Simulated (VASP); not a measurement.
A run of VASP 6.6.1 is set up as follows.

INCAR

```
ALGO     = Normal         # electronic algorithm
EDIFF    = 1E-7           # SCF threshold, eV
ENCUT    = 520            # plane-wave cutoff, eV
GGA      = PE             # functional
ISIF     = 2              # what is computed and relaxed
ISMEAR   = -1             # smearing method
LASPH    = T              # aspherical terms in the spheres
LCHARG   = F              # write CHGCAR
LREAL    = F              # projectors in reciprocal space
LWAVE    = F              # write WAVECAR
NBANDS   = 20             # bands
NELM     = 60             # most SCF steps
PREC     = Accurate       # precision mode
SIGMA    = 0.1            # smearing width, eV
```

File KPOINTS:

```
k-points
0
Gamma
  16 16 8
```

POSCAR

```
V
1.0
    2.5786587028      0.0000000000      0.0000000000
   -1.2893293514      2.2331839443      0.0000000000
    0.0000000000      0.0000000000      4.6225898997
V
2
Direct
    0.3333333333      0.6666666667      0.2500000000
    0.6666666667      0.3333333333      0.7500000000
```

Potentials or basis: VASP PAW PBE potentials, release 64 (V_sv).

Launch:

```sh
$ cat potpaw_PBE.64/V_sv/POTCAR > POTCAR
$ mpirun -np 1 vasp_std > vasp.out
```

(1) Predict the pressure.

(2) Estimate the band gap on the k mesh.

## Answers

(1) 7.9 GPa.

(2) zero (band 13 reaches 11.92 eV, above the bottom of band 14 at 9.62 eV).
